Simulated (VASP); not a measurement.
# SiO2 in VASP: settings compared, part 2 of 2

VASP 6.6.1.

**4. Single point, r2SCAN (uniaxial x strain -2.0%)**

Contents of POSCAR:

```
SiO2
1.0
    0.0000000000      2.2641691173      2.2641691173
    2.2188857349      0.0000000000      2.2641691173
    2.2188857349      2.2641691173      0.0000000000
Si O
1 2
Direct
    0.0000000000      0.0000000000      0.0000000000
    0.2500000000      0.2500000000      0.2500000000
    0.7500000000      0.7500000000      0.7500000000
```

Contents of INCAR.step1:

```
SYSTEM = SiO2
PREC = Accurate
ENCUT = 520
ISMEAR = 0
SIGMA = 0.01
LREAL = .False.
LASPH = .True.
NELM = 80
NBANDS = 15
GGA = PE
ALGO = Normal
EDIFF = 1E-4
LWAVE = .True.
LCHARG = .False.
```

Contents of INCAR.step2:

```
SYSTEM = SiO2
PREC = Accurate
ENCUT = 520
EDIFF = 1E-7
ISMEAR = 0
SIGMA = 0.01
LREAL = .False.
LASPH = .True.
NELM = 80
ALGO = Normal
ISIF = 2
LWAVE = .False.
LCHARG = .True.
METAGGA = R2SCAN
LMIXTAU = .True.
LELF = .True.
LVHAR = .True.
NBANDS = 15
ISTART = 1
```

Contents of KPOINTS:

```
regular mesh
0
Gamma
  10 10 10
  0 0 0
```

Potentials or basis: VASP PAW PBE potentials, release 64 (Si, O).

The run is started by

```bash
$ cat potpaw_PBE.64/Si/POTCAR potpaw_PBE.64/O/POTCAR > POTCAR
$ cp INCAR.step1 INCAR
$ mpirun -np 1 vasp_std > vasp.out
$ cp INCAR.step2 INCAR
$ mpirun -np 1 vasp_std > vasp.out
```

OUTCAR:

```text
SYSTEM = SiO2
   PREC = Accurate
   ENCUT = 520
   EDIFF = 1E-7
   ISMEAR = 0
   LREAL = .False.
   LASPH = .True.
   NELM = 80
   ISIF = 2
   METAGGA = R2SCAN
   ISTART = 1

 ion  position               nearest neighbor table
   1  0.000  0.000  0.000-   3 1.95   3 1.95   2 1.95   2 1.95   3 1.95   3 1.95   2 1.95   2 1.95

   2  0.250  0.250  0.250-   1 1.95   1 1.95   1 1.95   1 1.95
   3  0.750  0.750  0.750-   1 1.95   1 1.95   1 1.95   1 1.95

  LATTYP: Found a body centered tetragonal cell.
 ALAT       =     3.2020186732
 C/A-ratio  =     1.3859292911

[... 617 lines left out ...]
     13      23.1798      0.00000
     14      26.6354      0.00000
     15      30.4667      0.00000

 [... further k-points ...]
[... 5 lines left out ...]
  --------------------------------------------------------------------------------------
  -------------------------------------------------------------------------------------
  Total        3.2741792     -0.1014888     -0.1014888      0.0000000      0.0000000      0.0000000
  in kB      230.5846359     -7.1473659     -7.1473659      0.0000000      0.0000000      0.0000000
  external PRESSURE =      72.0966347 kB  Pullay stress =       0.0000000 kB

 VOLUME and BASIS-vectors are now :
 -----------------------------------------------------------------------------
  energy-cutoff  :      520.00
  volume of cell :       22.75
      direct lattice vectors                 reciprocal lattice vectors
     0.000000000  2.264169117  2.264169117    -0.225338327  0.220831561  0.220831561
     2.218885735  0.000000000  2.264169117     0.225338327 -0.220831561  0.220831561
     2.218885735  2.264169117  0.000000000     0.225338327  0.220831561 -0.220831561

 POSITION                                       TOTAL-FORCE (eV/Angst)
 -----------------------------------------------------------------------------------
      0.00000      0.00000      0.00000         0.000000     -0.000000      0.000000
      1.10944      1.13208      1.13208         0.000000     -0.000000     -0.000000
      3.32833      3.39625      3.39625         0.000000      0.000000      0.000000
 -----------------------------------------------------------------------------------
    total drift:                                0.000000      0.000000      0.000000

  FREE ENERGIE OF THE ION-ELECTRON SYSTEM (eV)
  ---------------------------------------------------
  free  energy   TOTEN  =       -25.7450931437 eV

  energy  without entropy=      -25.7450931437  energy(sigma->0) =      -25.74509314
```

OUTCAR.step1:

```text
SYSTEM = SiO2
   PREC = Accurate
   ENCUT = 520
   ISMEAR = 0
   LREAL = .False.
   LASPH = .True.
   NELM = 80
[... 657 lines left out ...]
      0.00000      0.00000      0.00000         0.000000      0.000000      0.000000
      1.10944      1.13208      1.13208        -0.000000     -0.000000     -0.000000
      3.32833      3.39625      3.39625         0.000000      0.000000      0.000000
 -----------------------------------------------------------------------------------
    total drift:                                0.000000      0.000000      0.000000

  FREE ENERGIE OF THE ION-ELECTRON SYSTEM (eV)
  ---------------------------------------------------
  free  energy   TOTEN  =       -19.8392859745 eV

  energy  without entropy=      -19.8392859745  energy(sigma->0) =      -19.83928597
```

OSZICAR.step1:

```text
N       E                     dE             d eps       ncg     rms          rms(c)
DAV:   1     0.489060730813E+02    0.48906E+02   -0.87556E+03  3235   0.101E+03
DAV:   2    -0.206099859825E+02   -0.69516E+02   -0.62483E+02  4035   0.219E+02
DAV:   3    -0.225961360107E+02   -0.19862E+01   -0.19790E+01  3669   0.347E+01
DAV:   4    -0.226029607025E+02   -0.68247E-02   -0.68242E-02  3907   0.242E+00
DAV:   5    -0.226029947127E+02   -0.34010E-04   -0.34010E-04  3685   0.164E-01    0.112E+01
DAV:   6    -0.198380344876E+02    0.27650E+01   -0.52831E+00  3249   0.215E+01    0.420E+00
DAV:   7    -0.198389863980E+02   -0.95191E-03   -0.27760E-01  3802   0.433E+00    0.175E+00
DAV:   8    -0.198373742121E+02    0.16122E-02   -0.13671E-02  3319   0.128E+00    0.523E-01
DAV:   9    -0.198390414977E+02   -0.16673E-02   -0.27816E-03  3424   0.522E-01    0.170E-01
DAV:  10    -0.198392997914E+02   -0.25829E-03   -0.54545E-04  3340   0.179E-01    0.321E-02
DAV:  11    -0.198392859745E+02    0.13817E-04   -0.31773E-05  2853   0.507E-02
   1 F= -.19839286E+02 E0= -.19839286E+02  d E =-.720710E-56
```

Run time: 2.6 min. Hardware: 1 thread of Intel Xeon 8259CL, shared host; peak memory 0.16 GiB.

What came out:

```
Free energy            : -25.7451 eV
Pressure               : 7.2 GPa
Band gap on the k mesh : 2.25 eV
```

Caveat: the cell differs from its parent crystal (uniaxial x strain -2.0%); the cell stands under pressure; the PAW data sets were made with another functional, which shifts forces and pressure a little.

**5. Single point, r2SCAN (uniaxial z strain +5.0%)**

Contents of POSCAR:

```
SiO2
1.0
    0.0000000000      2.2641691173      2.3773775731
    2.2641691173      0.0000000000      2.3773775731
    2.2641691173      2.2641691173      0.0000000000
Si O
1 2
Direct
    0.0000000000      0.0000000000      0.0000000000
    0.2500000000      0.2500000000      0.2500000000
    0.7500000000      0.7500000000      0.7500000000
```

Contents of INCAR.step1:

```
ALGO     = Normal         # electronic algorithm
EDIFF    = 1E-4           # SCF threshold, eV
ENCUT    = 520            # plane-wave cutoff, eV
GGA      = PE             # functional
ISMEAR   = 0              # smearing method
LASPH    = True           # aspherical terms in the spheres
LCHARG   = False          # write CHGCAR
LREAL    = False          # projectors in reciprocal space
LWAVE    = True           # write WAVECAR
NBANDS   = 15             # bands
NELM     = 80             # most SCF steps
PREC     = Accurate       # precision mode
SIGMA    = 0.01           # smearing width, eV
```

Contents of INCAR.step2:

```
ALGO     = Normal         # electronic algorithm
EDIFF    = 1E-6           # SCF threshold, eV
ENCUT    = 520            # plane-wave cutoff, eV
ISIF     = 2              # what is computed and relaxed
ISMEAR   = 0              # smearing method
ISTART   = 1            
LASPH    = True           # aspherical terms in the spheres
LCHARG   = False          # write CHGCAR
LMIXTAU  = True         
LREAL    = False          # projectors in reciprocal space
LWAVE    = False          # write WAVECAR
METAGGA  = R2SCAN         # meta-GGA
NBANDS   = 15             # bands
NELM     = 80             # most SCF steps
PREC     = Accurate       # precision mode
SIGMA    = 0.01           # smearing width, eV
```

Contents of KPOINTS:

```
k-points
0
Gamma
  10 10 10
```

Potentials or basis: VASP PAW PBE potentials, release 64 (Si, O).

The run is started by

```bash
$ cat potpaw_PBE.64/Si/POTCAR potpaw_PBE.64/O/POTCAR > POTCAR
$ cp INCAR.step1 INCAR
$ mpirun -np 1 vasp_std > vasp.out
$ cp INCAR.step2 INCAR
$ mpirun -np 1 vasp_std > vasp.out
```

OUTCAR:

```text
EDIFF = 1E-6
   ENCUT = 520
   ISIF = 2
   ISMEAR = 0
   ISTART = 1
   LASPH = True
   LREAL = False
   METAGGA = R2SCAN
   NELM = 80
   PREC = Accurate

 ion  position               nearest neighbor table
   1  0.000  0.000  0.000-   3 1.99   3 1.99   2 1.99   2 1.99   3 1.99   2 1.99   3 1.99   2 1.99

   2  0.250  0.250  0.250-   1 1.99   1 1.99   1 1.99   1 1.99
   3  0.750  0.750  0.750-   1 1.99   1 1.99   1 1.99   1 1.99

  LATTYP: Found a body centered tetragonal cell.
 ALAT       =     3.2020186732
 C/A-ratio  =     1.4849242405

  Lattice vectors:

 A1 = (  -2.2641691173,   0.0000000000,   2.3773775731)
 A2 = (   2.2641691173,   0.0000000000,   2.3773775731)
 A3 = (   0.0000000000,   2.2641691173,  -2.3773775731)

Analysis of symmetry for initial positions (statically):
=====================================================================
 Subroutine PRICEL returns:
 Original cell was already a primitive cell.

 Routine SETGRP: Setting up the symmetry group for a
 body centered tetragonal supercell.

 Subroutine GETGRP returns: Found 16 space group operations
[... 174 lines left out ...]
 k-point     1 :       0.0000    0.0000    0.0000
  band No.  band energies     occupation
      1     -14.8388      2.00000
      2      -8.4293      2.00000
      3       2.8805      2.00000
      4       2.8805      2.00000
      5       3.1505      2.00000
      6       5.6362      2.00000
      7       6.7865      2.00000
      8       6.7865      2.00000
      9      10.7482      0.00000
     10      15.0687      0.00000
     11      15.0687      0.00000
     12      15.4781      0.00000
     13      21.4525      0.00000
     14      22.7252      0.00000
[... 401 lines left out ...]
      2      -9.8093      2.00000
      3      -1.2850      2.00000
      4       1.2472      2.00000
      5       1.2998      2.00000
      6       6.9305      2.00000
      7       7.3868      2.00000
      8       7.4749      2.00000
      9      12.5774      0.00000
     10      16.5653      0.00000
     11      19.9135      0.00000
     12      20.0085      0.00000
     13      21.2717      0.00000
     14      25.5185      0.00000
     15      27.6710      0.00000

 [... further k-points ...]
[... 5 lines left out ...]
  --------------------------------------------------------------------------------------
  -------------------------------------------------------------------------------------
  Total        0.6704352      0.6704352     -6.8923102      0.0000000      0.0000000      0.0000000
  in kB       44.0678149     44.0678149   -453.0326625      0.0000000      0.0000000      0.0000000
  external PRESSURE =    -121.6323443 kB  Pullay stress =       0.0000000 kB

 VOLUME and BASIS-vectors are now :
 -----------------------------------------------------------------------------
  energy-cutoff  :      520.00
  volume of cell :       24.38
      direct lattice vectors                 reciprocal lattice vectors
     0.000000000  2.264169117  2.377377573    -0.220831561  0.220831561  0.210315772
     2.264169117  0.000000000  2.377377573     0.220831561 -0.220831561  0.210315772
     2.264169117  2.264169117  0.000000000     0.220831561  0.220831561 -0.210315772

 POSITION                                       TOTAL-FORCE (eV/Angst)
 -----------------------------------------------------------------------------------
      0.00000      0.00000      0.00000         0.000000     -0.000000     -0.000000
      1.13208      1.13208      1.18869        -0.000000     -0.000000      0.000000
      3.39625      3.39625      3.56607        -0.000000      0.000000     -0.000000
 -----------------------------------------------------------------------------------
    total drift:                                0.000000      0.000000      0.000000

  FREE ENERGIE OF THE ION-ELECTRON SYSTEM (eV)
  ---------------------------------------------------
  free  energy   TOTEN  =       -25.6120403727 eV

  energy  without entropy=      -25.6120403727  energy(sigma->0) =      -25.61204037
```

OSZICAR.step1:

```text
N       E                     dE             d eps       ncg     rms          rms(c)
DAV:   1     0.498477225940E+02    0.49848E+02   -0.86919E+03  3204   0.999E+02
DAV:   2    -0.204272370342E+02   -0.70275E+02   -0.62362E+02  4090   0.214E+02
DAV:   3    -0.224976783810E+02   -0.20704E+01   -0.20652E+01  3648   0.354E+01
DAV:   4    -0.225050008184E+02   -0.73224E-02   -0.73220E-02  3872   0.251E+00
DAV:   5    -0.225050402347E+02   -0.39416E-04   -0.39416E-04  3682   0.177E-01    0.107E+01
DAV:   6    -0.198059840039E+02    0.26991E+01   -0.53285E+00  3165   0.213E+01    0.382E+00
DAV:   7    -0.198107360291E+02   -0.47520E-02   -0.25753E-01  3858   0.414E+00    0.171E+00
DAV:   8    -0.198074628072E+02    0.32732E-02   -0.17480E-02  3298   0.138E+00    0.489E-01
DAV:   9    -0.198090848481E+02   -0.16220E-02   -0.25936E-03  3487   0.494E-01    0.174E-01
DAV:  10    -0.198093651894E+02   -0.28034E-03   -0.63088E-04  3312   0.189E-01    0.291E-02
DAV:  11    -0.198093541849E+02    0.11004E-04   -0.31184E-05  2790   0.498E-02
   1 F= -.19809354E+02 E0= -.19809354E+02  d E =-.465137E-15
```

Wall time 2.2 min (1 thread of Intel Xeon 8259CL, shared host); peak memory 0.16 GiB.

What came out:

```yaml
Free_energy: -25.6120 eV
Pressure: -12.2 GPa
Band_gap_on_the_k_mesh: 1.86 eV (least direct gap 2.05 eV)
```

Stress tensor (GPa, compression positive):
```
  4.41   0.00   0.00
  0.00   4.41   0.00
  0.00   0.00 -45.30
```

Caveat: the cell differs from its parent crystal (uniaxial z strain +5.0%); the cell stands under tension; the PAW data sets were made with another functional, which shifts forces and pressure a little.

**6. The runs side by side**

| level | cell | smearing | gap on the mesh (eV) | pressure (GPa) |
| --- | --- | --- | --- | --- |
| PBE | a = 3.283, b = 3.283, c = 3.202 Å, angles 60.8, 60.8, 58.4°, 3 atoms | fermi-dirac 0.02 eV | 1.22 | -2.6 |
| PBE | a = 3.119 Å, angles 62.8°, 3 atoms | fermi-dirac 0.02 eV | 2.21 | 17.1 |
| r2SCAN | a = 3.202, b = 3.170, c = 3.170 Å, angles 60.7, 59.7, 59.7°, 3 atoms | gaussian 0.01 eV | 2.25 | 7.2 |
| r2SCAN | a = 3.283, b = 3.283, c = 3.202 Å, angles 60.8, 60.8, 58.4°, 3 atoms | gaussian 0.01 eV | 1.86 | -12.2 |

Alike in all rows: task single point; potentials or basis VASP PAW PBE potentials, release 64 (Si, O); no spin polarisation; k mesh 10 × 10 × 10; cutoff (eV) 520.

Caveats: the cell stands under pressure (at least some runs); the PAW data sets were made with another functional, which shifts forces and pressure a little (at least some runs); the cell stands under tension (at least some runs).

Absolute energies hang on the potentials; compare differences alone.
